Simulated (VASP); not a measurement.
# Al in VASP: single point with PBE

Aim: the single point of Al with PBE.

All numbers are computed with VASP 6.6.1; they aren't measurements. Logs are shortened: lines on timing, memory, paths and dates and some standing lists are left out, and cuts for length are marked.

## 1. The cell of the first run

The cell holds a slab with vacuum, 12 atoms: a = 5.714 Å, b = 5.714 Å, c = 22.601 Å, α = 90.00°, β = 90.00°, γ = 120.00°.

## 2. Single point, PBE

The input, INCAR:

```
SYSTEM = Al
PREC = Accurate ; ENCUT = 400
EDIFF = 1E-6 ; ISMEAR = 0
SIGMA = 0.1 ; LREAL = .FALSE.
LASPH = .TRUE. ; NELM = 120
ALGO = Normal ; ISIF = 2
LWAVE = .FALSE. ; LCHARG = .FALSE.
LDIPOL = .TRUE. ; IDIPOL = 3
DIPOL = 0.5 0.5 0.279 ; GGA = PE
NBANDS = 30 ; GGA_COMPAT = .FALSE.
NELMDL = -8
```

The input, KPOINTS:

```
regular mesh
0
G
  6 6 1
  0 0 0
```

The input, POSCAR:

```
Al
1.0
    5.7135165837      0.0000000000      0.0000000000
   -2.8567582918      4.9480505064      0.0000000000
    0.0000000000      0.0000000000     22.6013782090
Al
12
Direct
    0.3333333333      0.1666666667      0.1769803577
    0.3333333333      0.6666666667      0.1769803577
    0.8333333333      0.1666666667      0.1769803577
    0.8333333333      0.6666666667      0.1769803577
    0.1666666667      0.3333333333      0.2787759109
    0.1666666667      0.8333333333      0.2787759109
    0.6666666667      0.3333333333      0.2787759109
    0.6666666667      0.8333333333      0.2787759109
    0.0000000000      0.0000000000      0.3805687480
    0.0000000000      0.5000000000      0.3805687480
    0.5000000000      0.0000000000      0.3805687480
    0.5000000000      0.5000000000      0.3805687480
```

Potentials or basis: VASP PAW PBE potentials, release 64 (Al).

Started as:

```console
cat potpaw_PBE.64/Al/POTCAR > POTCAR
mpirun -np 1 vasp_std > vasp.out
```

OUTCAR:

```text
SYSTEM = Al
   PREC = Accurate
   ENCUT = 400
   EDIFF = 1E-6
   ISMEAR = 0
   LREAL = .FALSE.
   LASPH = .TRUE.
   NELM = 120
   ISIF = 2
   GGA = PE
   NELMDL = -8

 ion  position               nearest neighbor table
   1  0.333  0.167  0.177-   5 2.83   6 2.83   7 2.83   2 2.86   2 2.86   3 2.86   3 2.86   4 2.86
                             4 2.86
   2  0.333  0.667  0.177-   6 2.83   5 2.83   8 2.83   1 2.86   1 2.86   4 2.86   4 2.86   3 2.86
                             3 2.86
   3  0.833  0.167  0.177-   7 2.83   8 2.83   5 2.83   4 2.86   4 2.86   1 2.86   1 2.86   2 2.86
                             2 2.86
   4  0.833  0.667  0.177-   8 2.83   7 2.83   6 2.83   3 2.86   3 2.86   2 2.86   2 2.86   1 2.86
                             1 2.86
   5  0.167  0.333  0.279-   9 2.83  12 2.83  10 2.83   1 2.83   2 2.83   3 2.83   6 2.86   6 2.86
                             7 2.86   7 2.86   8 2.86   8 2.86
   6  0.167  0.833  0.279-  10 2.83  11 2.83   9 2.83   2 2.83   1 2.83   4 2.83   5 2.86   5 2.86
                             8 2.86   8 2.86   7 2.86   7 2.86
   7  0.667  0.333  0.279-  11 2.83  10 2.83  12 2.83   3 2.83   4 2.83   1 2.83   8 2.86   8 2.86
                             5 2.86   5 2.86   6 2.86   6 2.86
   8  0.667  0.833  0.279-  12 2.83   9 2.83  11 2.83   4 2.83   3 2.83   2 2.83   7 2.86   7 2.86
                             6 2.86   6 2.86   5 2.86   5 2.86
   9  0.000  0.000  0.381-   5 2.83   8 2.83   6 2.83  10 2.86  10 2.86  11 2.86  11 2.86  12 2.86
[... 14 lines left out ...]
 A1 = (   5.7135165837,   0.0000000000,   0.0000000000)
 A2 = (  -2.8567582918,   4.9480505064,   0.0000000000)
 A3 = (   0.0000000000,   0.0000000000,  22.6013782090)

Analysis of symmetry for initial positions (statically):
=====================================================================
 Subroutine PRICEL returns following result:

  LATTYP: Found a hexagonal cell.
 ALAT       =     2.8567582918
 C/A-ratio  =     7.9115472504

  Lattice vectors:

 A1 = (   2.8567582918,   0.0000000000,   0.0000000000)
 A2 = (  -1.4283791459,   2.4740252532,   0.0000000000)
 A3 = (   0.0000000000,   0.0000000000,  22.6013782090)

   4 primitive cells build up your supercell.

 Routine SETGRP: Setting up the symmetry group for a
 hexagonal supercell.

 Subroutine GETGRP returns: Found 12 space group operations
 (whereof  6 operations were pure point group operations)
 out of a pool of 24 trial point group operations.

The static configuration has the point symmetry C_3v.
 The point group associated with its full space group is D_3d.

Analysis of symmetry for dynamics (positions and initial velocities):
=====================================================================
[... 129 lines left out ...]
  Thomas-Fermi vector in A             =   1.689259
   LORBIT       =      0    0 simple, 1 ext, 2 COOP (PROOUT), +10 PAW based schemes
   GGA     = PE    functional components
   LHFCALC =     F    Hartree Fock is set to
   AEXX    =    0.0000 exact exchange contribution
   IVDW    =     0    specifies the selected vdW correction
   LEPSILON=     F    determine dielectric tensor
   LRPA    =     F    only Hartree local field effects (RPA)
 non-spin polarized calculation
 Gauss-broadening in eV      SIGMA  =   0.10
  energy-cutoff  :      400.00
  volume of cell :      638.96
 maximum number of plane-waves:     11653
 NGX is ok and might be reduce to    40
   NGX = 19   NGY = 19   NGZ = 73

 dipolmoment           0.000000      0.000000      0.000089 electrons x Angstroem

 number of electron      36.0000000 magnetization

 dipolmoment           0.000000      0.000000     -0.000375 electrons x Angstroem

 Free energy of the ion-electron system (eV)
  ---------------------------------------------------
  ext. energy  EPLUGINS =         0.00000000
  ---------------------------------------------------
  free energy    TOTEN  =       -42.12388898 eV

  energy without entropy =      -42.09251247  energy(sigma->0) =      -42.10820072

 E-fermi :  -0.1892     XC(G=0):  -3.9362

 val. band max:       -0.2072579332   @ k =   0.3333   0.1667   0.0000
 cond. band min:      -0.1398540320   @ k =   0.1667   0.1667   0.0000
 fundamental gap:      0.0674039012
 Fermi energy:        -0.1891643069

 k-point     1 :       0.0000    0.0000    0.0000
  band No.  band energies     occupation
      1     -10.7629      2.00000
      2      -9.0540      2.00000
      3      -6.3524      2.00000
      4      -4.8863      2.00000
      5      -4.8863      2.00000
      6      -4.8863      2.00000
[... 220 lines left out ...]
     29       3.1529      0.00000
     30       3.1529      0.00000

------------------------ aborting loop because EDIFF is reached ----------------------------------------

 vacuum level on the upper side and lower side of the slab       (xc-potential included)        -0.087        -0.086

  FORCE on cell =-STRESS in cart. coord.  units (eV):
  Direction    XX          YY          ZZ          XY          YZ          ZX
  --------------------------------------------------------------------------------------
  -------------------------------------------------------------------------------------
  Total       -2.7694912     -2.7694912     -0.0994680     -0.0000000     -0.0000000      0.0000000
  in kB       -6.9444530     -6.9444530     -0.2494143     -0.0000000     -0.0000000      0.0000000
  external PRESSURE =      -4.7127734 kB  Pullay stress =       0.0000000 kB

 VOLUME and BASIS-vectors are now :
 -----------------------------------------------------------------------------
  energy-cutoff  :      400.00
  volume of cell :      638.96
      direct lattice vectors                 reciprocal lattice vectors
     5.713516584  0.000000000  0.000000000     0.175023558  0.101049898  0.000000000
    -2.856758292  4.948050506  0.000000000     0.000000000  0.202099796  0.000000000
     0.000000000  0.000000000 22.601378209     0.000000000  0.000000000  0.044245089

 POSITION                                       TOTAL-FORCE (eV/Angst)
 -----------------------------------------------------------------------------------
      1.42838      0.82468      4.00000         0.000000     -0.000000      0.003949
     -0.00000      3.29870      4.00000         0.000000     -0.000000      0.003949
      4.28514      0.82468      4.00000        -0.000000     -0.000000      0.003949
      2.85676      3.29870      4.00000        -0.000000      0.000000      0.003949
      0.00000      1.64935      6.30072         0.000000      0.000000      0.000000
     -1.42838      4.12338      6.30072        -0.000000     -0.000000      0.000000
      2.85676      1.64935      6.30072        -0.000000      0.000000      0.000000
      1.42838      4.12338      6.30072        -0.000000     -0.000000      0.000000
      0.00000      0.00000      8.60138         0.000000      0.000000     -0.003949
     -1.42838      2.47403      8.60138        -0.000000      0.000000     -0.003949
      2.85676      0.00000      8.60138         0.000000      0.000000     -0.003949
      1.42838      2.47403      8.60138        -0.000000      0.000000     -0.003949
 -----------------------------------------------------------------------------------
    total drift:                               -0.000000     -0.000000     -0.009413

  FREE ENERGIE OF THE ION-ELECTRON SYSTEM (eV)
  ---------------------------------------------------
  free  energy   TOTEN  =       -42.1238889750 eV

  energy  without entropy=      -42.0925124706  energy(sigma->0) =      -42.10820072

 vacuum level on the upper side and lower side of the slab         3.656         3.658
```

Run time: 3.3 min. Hardware: 1 thread of AMD EPYC 7R43 (Zen 3), shared host; peak memory 0.46 GiB.

Results:

```yaml
Free_energy: -42.1239 eV
Largest_force: 0.004 eV/Å
Band_gap_on_the_k_mesh: zero (bands 18 and 19 overlap by 1.02 eV)
```

Forces in eV/Å, atoms in the order of the input:
```
Al   0.000  0.000  0.004
Al   0.000  0.000  0.004
Al   0.000  0.000  0.004
Al   0.000  0.000  0.004
Al   0.000  0.000  0.000
Al   0.000  0.000  0.000
Al   0.000  0.000  0.000
Al   0.000  0.000  0.000
Al   0.000  0.000 -0.004
Al   0.000  0.000 -0.004
Al   0.000  0.000 -0.004
Al   0.000  0.000 -0.004
```
